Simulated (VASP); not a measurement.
# Mo (Im-3m) in VASP: notebook

Mo is run at these levels: PBE; tasks: single point, relaxation of cell and atoms.

Everything below comes from runs of VASP 6.6.1. Logs are shortened: lines on timing, memory, paths and dates and some standing lists are left out, and cuts for length are marked.

## (1) The cell of the first run

It takes space group Im-3m (No. 229, cubic). The conventional cell has a = 3.160 Å, b = 3.160 Å, c = 3.160 Å, α = 90.00°, β = 90.00°, γ = 90.00°. Within 3.6 Å of Mo (site symmetry m-3m) lie 14 Mo at 2.74 to 3.16 Å.

## (2) Single point, PBE

INCAR

```
PREC = Accurate
ENCUT = 520
EDIFF = 1E-6
ISMEAR = 0
SIGMA = 0.1
LREAL = False
LASPH = True
NELM = 100
ALGO = Fast
ISIF = 2
LWAVE = False
LCHARG = False
GGA = PE
NBANDS = 13
```

KPOINTS

```
Automatic mesh
0
Gamma
  18 18 18
```

POSCAR

```
Mo
1.0
   -1.5802194783      1.5802194783      1.5802194783
    1.5802194783     -1.5802194783      1.5802194783
    1.5802194783      1.5802194783     -1.5802194783
Mo
1
Direct
    0.0000000000      0.0000000000      0.0000000000
```

Potentials or basis: VASP PAW PBE potentials, release 64 (Mo_sv).

Launch:

```bash
$ cat potpaw_PBE.64/Mo_sv/POTCAR > POTCAR
$ mpirun -np 1 vasp_std > vasp.out
```

OUTCAR:

```text
PREC = Accurate
   ENCUT = 520
   EDIFF = 1E-6
   ISMEAR = 0
   LREAL = False
   LASPH = True
   NELM = 100
   ISIF = 2
   GGA = PE

 ion  position               nearest neighbor table
   1  0.000  0.000  0.000-

  LATTYP: Found a body centered cubic cell.
 ALAT       =     3.1604389566

  Lattice vectors:

 A1 = (  -1.5802194783,   1.5802194783,   1.5802194783)
 A2 = (   1.5802194783,  -1.5802194783,   1.5802194783)
 A3 = (   1.5802194783,   1.5802194783,  -1.5802194783)

Analysis of symmetry for initial positions (statically):
=====================================================================
 Subroutine PRICEL returns:
 Original cell was already a primitive cell.

 Routine SETGRP: Setting up the symmetry group for a
 body centered cubic supercell.

 Subroutine GETGRP returns: Found 48 space group operations
 (whereof 48 operations were pure point group operations)
 out of a pool of 48 trial point group operations.

The static configuration has the point symmetry O_h .

Analysis of symmetry for dynamics (positions and initial velocities):
=====================================================================
 Subroutine PRICEL returns:
 Original cell was already a primitive cell.

 Routine SETGRP: Setting up the symmetry group for a
 body centered cubic supercell.

 Subroutine GETGRP returns: Found 48 space group operations
 (whereof 48 operations were pure point group operations)
 out of a pool of 48 trial point group operations.

The dynamic configuration has the point symmetry O_h .

 Subroutine INISYM returns: Found 48 space group operations
 (whereof 48 operations are pure point group operations),
 and found     1 'primitive' translations

----------------------------------------------------------------------------------------

                                     Primitive cell

  volume of cell :      15.7838

  direct lattice vectors                    reciprocal lattice vectors
    -1.580219478  1.580219478  1.580219478     0.000000000  0.316411743  0.316411743
     1.580219478 -1.580219478  1.580219478     0.316411743  0.000000000  0.316411743
     1.580219478  1.580219478 -1.580219478     0.316411743  0.316411743  0.000000000

  length of vectors
     2.737020424  2.737020424  2.737020424     0.447473779  0.447473779  0.447473779

[... 77 lines left out ...]
   NELM   =    100;   NELMIN=  2; NELMDL= -5     # of ELM steps
   EDIFF  = 0.1E-05   stopping-criterion for ELM
   LREAL  =      F    real-space projection
   EDIFFG = 0.1E-04   stopping-criterion for IOM
   NSW    =      0    number of steps for IOM
   IBRION =     -1    ionic relax: 0-MD 1-quasi-New 2-CG
   NFREE  =      0    steps in history (QN), initial steepest desc. (CG)
   ISIF   =      2    stress and relaxation
   ISYM   =      2    0-nonsym 1-usesym 2-fastsym
   POTIM  = 0.5000    time-step for ionic-motion
   TEBEG  =    0.0;   TEEND  =   0.0 temperature during run
   PSTRESS=    0.0 pullay stress
   NELECT =      14.0000    total number of electrons
   NUPDOWN=      -1.0000    fix difference up-down
   EMIN   =  10.00;   EMAX   =-10.00  energy-range for DOS
   EFERMI =   0.00;   METHOD = LEGACY
   ISMEAR =     0;   SIGMA  =   0.10  broadening in eV -4-tet -1-fermi 0-gaus
   EFERMI_NEDOS =   21; number of points for ismear=-14 and -15
   IALGO  =     68    algorithm
   IMIX   =      4    mixing-type and parameters
     AMIX     =   0.40;   BMIX     =  1.00
     AMIX_MAG =   1.60;   BMIX_MAG =  1.00
  volume/ion in A,a.u.               =      15.78       106.51
  Fermi-wavevector in a.u.,A,eV,Ry     =   1.572945  2.972434 33.662920  2.474155
  Thomas-Fermi vector in A             =   2.674303
   LORBIT       =      0    0 simple, 1 ext, 2 COOP (PROOUT), +10 PAW based schemes
   GGA     = PE    functional components
   LHFCALC =     F    Hartree Fock is set to
   AEXX    =    0.0000 exact exchange contribution
   IVDW    =     0    specifies the selected vdW correction
   LEPSILON=     F    determine dielectric tensor
   LRPA    =     F    only Hartree local field effects (RPA)
 non-spin polarized calculation
 RMM-DIIS sequential band-by-band and
 Gauss-broadening in eV      SIGMA  =   0.10
  energy-cutoff  :      520.00
  volume of cell :       15.78
 maximum number of plane-waves:       438
   NGX = 11   NGY = 11   NGZ = 11

 number of electron      14.0000004 magnetization

 Free energy of the ion-electron system (eV)
  ---------------------------------------------------
  ext. energy  EPLUGINS =         0.00000000
  ---------------------------------------------------
  free energy    TOTEN  =       -10.93495336 eV

  energy without entropy =      -10.93230121  energy(sigma->0) =      -10.93362729

 E-fermi :  12.4556     XC(G=0): -13.3359

 val. band max:       12.4360607103   @ k =   0.3889   0.1111  -0.0000
 cond. band min:      12.4593535787   @ k =  -0.3889   0.4444   0.2778
 fundamental gap:      0.0232928685
 Fermi energy:        12.4556105412

 k-point     1 :       0.0000    0.0000    0.0000
  band No.  band energies     occupation
      1     -48.8420      2.00000
      2     -22.1302      2.00000
      3     -22.1302      2.00000
      4     -22.1302      2.00000
      5       5.2345      2.00000
      6      11.0925      2.00000
      7      11.0925      2.00000
      8      11.0925      2.00000
      9      14.0825      0.00000
     10      14.0825      0.00000
     11      27.2554      0.00000
     12      27.2554      0.00000
     13      27.2554      0.00000
[... 354 lines left out ...]
  band No.  band energies     occupation
      1     -48.5874      2.00000
      2     -23.4036      2.00000
      3     -22.6013      2.00000
      4     -22.1999      2.00000
      5       7.5800      2.00000
      6       9.2369      2.00000
      7      12.4361      1.21782
      8      13.9827      0.00000
      9      15.1012      0.00000
     10      17.7572      0.00000
     11      24.0219      0.00000
     12      25.1827      0.00000
     13      29.3157      0.00000

 [... further k-points ...]
[... 5 lines left out ...]
  --------------------------------------------------------------------------------------
  -------------------------------------------------------------------------------------
  Total        0.0517132      0.0517132      0.0517132     -0.0000000      0.0000000     -0.0000000
  in kB        5.2492785      5.2492785      5.2492785     -0.0000000      0.0000000     -0.0000000
  external PRESSURE =       5.2492785 kB  Pullay stress =       0.0000000 kB

 VOLUME and BASIS-vectors are now :
 -----------------------------------------------------------------------------
  energy-cutoff  :      520.00
  volume of cell :       15.78
      direct lattice vectors                 reciprocal lattice vectors
    -1.580219478  1.580219478  1.580219478     0.000000000  0.316411743  0.316411743
     1.580219478 -1.580219478  1.580219478     0.316411743  0.000000000  0.316411743
     1.580219478  1.580219478 -1.580219478     0.316411743  0.316411743  0.000000000

 POSITION                                       TOTAL-FORCE (eV/Angst)
 -----------------------------------------------------------------------------------
      0.00000      0.00000      0.00000        -0.000000      0.000000      0.000000
 -----------------------------------------------------------------------------------
    total drift:                                0.000000     -0.000000     -0.000000

  FREE ENERGIE OF THE ION-ELECTRON SYSTEM (eV)
  ---------------------------------------------------
  free  energy   TOTEN  =       -10.9349533613 eV

  energy  without entropy=      -10.9323012104  energy(sigma->0) =      -10.93362729
```

OSZICAR:

```text
N       E                     dE             d eps       ncg     rms          rms(c)
DAV:   1     0.906537351866E+02    0.90654E+02   -0.80442E+03  5139   0.110E+03
DAV:   2    -0.104548289323E+02   -0.10111E+03   -0.97442E+02  5870   0.310E+02
DAV:   3    -0.115973029966E+02   -0.11425E+01   -0.11376E+01  5610   0.327E+01
DAV:   4    -0.115999889902E+02   -0.26860E-02   -0.26859E-02  5760   0.191E+00
DAV:   5    -0.116000062231E+02   -0.17233E-04   -0.17233E-04  5650   0.137E-01    0.144E+01
RMM:   6    -0.110151929353E+02    0.58481E+00   -0.70079E-01  5093   0.782E+00    0.414E+00
RMM:   7    -0.109378173642E+02    0.77376E-01   -0.19964E-01  5203   0.411E+00    0.110E+00
RMM:   8    -0.109351073156E+02    0.27100E-02   -0.98285E-03  5586   0.110E+00    0.122E-01
RMM:   9    -0.109349618278E+02    0.14549E-03   -0.10605E-03  5624   0.343E-01    0.503E-02
RMM:  10    -0.109349548376E+02    0.69902E-05   -0.16299E-04  5788   0.141E-01    0.121E-02
RMM:  11    -0.109349533839E+02    0.14537E-05   -0.14443E-05  5668   0.451E-02    0.168E-03
RMM:  12    -0.109349533613E+02    0.22638E-07   -0.34115E-06  4247   0.184E-02
   1 F= -.10934953E+02 E0= -.10933627E+02  d E =-.265215E-02
```

Run time: 18 s. Hardware: 1 thread of AMD EPYC 9R45 (Zen 5), shared host; peak memory 0.12 GiB.

What came out:

* Free energy: -10.9350 eV
* Pressure: 0.5 GPa
* Band gap on the k mesh: zero (bands 7 and 8 overlap by 5.27 eV)

## (3) Relaxation of cell and atoms, PBE

INCAR

```
SYSTEM = Mo
PREC     = Accurate       ! precision mode
ENCUT    = 600            ! plane-wave cutoff, eV
EDIFF    = 1E-6           ! SCF threshold, eV
ISMEAR   = 0              ! smearing method
SIGMA    = 0.1            ! smearing width, eV
LREAL    = .False.        ! projectors in reciprocal space
LASPH    = .True.         ! aspherical terms in the spheres
NELM     = 80             ! most SCF steps
ALGO     = Fast           ! electronic algorithm
ISIF     = 3              ! what is computed and relaxed
LWAVE    = .False.        ! write WAVECAR
LCHARG   = .False.        ! write CHGCAR
GGA      = PE             ! functional
IBRION   = 2              ! ionic algorithm
NSW      = 80             ! ionic steps
EDIFFG   = -0.01          ! ionic threshold
```

KPOINTS

```
regular mesh
0
Gamma
  18 18 18
  0 0 0
```

POSCAR

```
Mo
1.0
   -1.5796528974      1.5796528974      1.5796528974
    1.5796528974     -1.5796528974      1.5796528974
    1.5796528974      1.5796528974     -1.5796528974
Mo
1
Direct
    0.0000000000      0.0000000000      0.0000000000
```

Potentials or basis: VASP PAW PBE potentials, release 64 (Mo_sv).

Launch:

```bash
$ cat potpaw_PBE.64/Mo_sv/POTCAR > POTCAR
$ mpirun -np 1 vasp_std > vasp.out
```

OUTCAR:

```text
SYSTEM = Mo
   PREC = Accurate
   ENCUT = 600
   EDIFF = 1E-6
   ISMEAR = 0
   LREAL = .False.
   LASPH = .True.
   NELM = 80
   ISIF = 3
   GGA = PE
   IBRION = 2
   NSW = 80
   EDIFFG = -0.01

 ion  position               nearest neighbor table
   1  0.000  0.000  0.000-

  LATTYP: Found a body centered cubic cell.
 ALAT       =     3.1593057948

  Lattice vectors:

 A1 = (  -1.5796528974,   1.5796528974,   1.5796528974)
 A2 = (   1.5796528974,  -1.5796528974,   1.5796528974)
 A3 = (   1.5796528974,   1.5796528974,  -1.5796528974)

Analysis of symmetry for initial positions (statically):
=====================================================================
 Subroutine PRICEL returns:
 Original cell was already a primitive cell.

 Routine SETGRP: Setting up the symmetry group for a
 body centered cubic supercell.

 Subroutine GETGRP returns: Found 48 space group operations
 (whereof 48 operations were pure point group operations)
 out of a pool of 48 trial point group operations.

The static configuration has the point symmetry O_h .

Analysis of symmetry for dynamics (positions and initial velocities):
[... 168 lines left out ...]
  Total        0.0705108      0.0705108      0.0705108      0.0000000      0.0000000     -0.0000000
  in kB        7.1650830      7.1650830      7.1650830      0.0000000      0.0000000     -0.0000000
  external PRESSURE =       7.1650830 kB  Pullay stress =       0.0000000 kB
[... 162 lines left out ...]
--------------------------------------- Ionic step        6  -------------------------------------------

 number of electron      14.0000002 magnetization

 Free energy of the ion-electron system (eV)
  ---------------------------------------------------
  ext. energy  EPLUGINS =         0.00000000
  ---------------------------------------------------
  free energy    TOTEN  =       -10.93505803 eV

  energy without entropy =      -10.93238412  energy(sigma->0) =      -10.93372107

 E-fermi :  12.4266     XC(G=0): -13.3258

 val. band max:       12.4051410437   @ k =   0.3889   0.1111   0.0000
 cond. band min:      12.4308515121   @ k =  -0.3889   0.4444   0.2778
 fundamental gap:      0.0257104684
 Fermi energy:        12.4265742314

 k-point     1 :       0.0000    0.0000    0.0000
  band No.  band energies     occupation
      1     -48.8701      2.00000
      2     -22.1631      2.00000
      3     -22.1631      2.00000
      4     -22.1631      2.00000
      5       5.2123      2.00000
      6      11.0672      2.00000
      7      11.0672      2.00000
      8      11.0672      2.00000
      9      14.0506      0.00000
     10      14.0506      0.00000
     11      27.2243      0.00000
[... 309 lines left out ...]
 k-point    24 :       0.3889    0.1111    0.0000
  band No.  band energies     occupation
      1     -48.6174      2.00000
      2     -23.4292      2.00000
      3     -22.6316      2.00000
      4     -22.2323      2.00000
      5       7.5611      2.00000
      6       9.2160      2.00000
      7      12.4051      1.23819
      8      13.9503      0.00000
      9      15.0656      0.00000
     10      17.7153      0.00000
     11      23.9693      0.00000

 [... further k-points ...]
[... 5 lines left out ...]
  --------------------------------------------------------------------------------------
  -------------------------------------------------------------------------------------
  Total       -0.0067131     -0.0067131     -0.0067131      0.0000000      0.0000000      0.0000000
  in kB       -0.6802157     -0.6802157     -0.6802157      0.0000000      0.0000000      0.0000000
  external PRESSURE =      -0.6802157 kB  Pullay stress =       0.0000000 kB
[... 16 lines left out ...]
  FREE ENERGIE OF THE ION-ELECTRON SYSTEM (eV)
  ---------------------------------------------------
  free  energy   TOTEN  =       -10.9350580267 eV

  energy  without entropy=      -10.9323841218  energy(sigma->0) =      -10.93372107

 reached required accuracy - stopping structural energy minimisation
```

OSZICAR:

```text
N       E                     dE             d eps       ncg     rms          rms(c)
DAV:   1     0.101533268411E+03    0.10153E+03   -0.89731E+03  4338   0.145E+03
DAV:   2    -0.100269649063E+02   -0.11156E+03   -0.10768E+03  4659   0.364E+02
DAV:   3    -0.115945583449E+02   -0.15676E+01   -0.15490E+01  4928   0.428E+01
DAV:   4    -0.115992647357E+02   -0.47064E-02   -0.46624E-02  4730   0.267E+00
[... 37 lines left out ...]
RMM:   3    -0.109350567516E+02    0.72643E-06   -0.63521E-06  4030   0.267E-02
   5 F= -.10935057E+02 E0= -.10933719E+02  d E =-.833975E-04
       N       E                     dE             d eps       ncg     rms          rms(c)
DAV:   1    -0.109350603884E+02   -0.29104E-05   -0.43150E-05  4428   0.933E-02    0.168E-02
RMM:   2    -0.109350581705E+02    0.22180E-05   -0.37742E-06  3415   0.211E-02    0.356E-03
RMM:   3    -0.109350580267E+02    0.14373E-06   -0.96436E-07  2246   0.103E-02
   6 F= -.10935058E+02 E0= -.10933721E+02  d E =-.846727E-04
```

Run time: 70 s. Hardware: 1 thread of AMD EPYC 9R45 (Zen 5), shared host; peak memory 0.14 GiB.

What came out:

```yaml
Free_energy: -10.9351 eV
Relaxed_volume: 15.81 Å³/atom
Relaxed_cell: a = 2.739 Å, b = 2.739 Å, c = 2.739 Å, α = 109.47°, β = 109.47°, γ = 109.47°
Space_group_after_relaxing_to_0.1_Å: Im-3m (No. 229)
Energy_gained_by_relaxing: 0.1 meV/atom
Ionic_steps: 6
Pressure_after_relaxing: -0.1 GPa
Band_gap_on_the_k_mesh: zero (bands 7 and 8 overlap by 5.26 eV)
```

Final structure:
```cif
data_structure
_symmetry_space_group_name_H-M 'P 1'
_symmetry_Int_Tables_number 1
_cell_length_a 2.7386
_cell_length_b 2.7386
_cell_length_c 2.7386
_cell_angle_alpha 109.471
_cell_angle_beta 109.471
_cell_angle_gamma 109.471
_cell_volume 15.81
loop_
_atom_site_label
_atom_site_type_symbol
_atom_site_fract_x
_atom_site_fract_y
_atom_site_fract_z
_atom_site_occupancy
Mo1 Mo 0.00000 0.00000 0.00000 1
```

The gap in the log of VASP goes by the Fermi energy; the results here count the filled bands.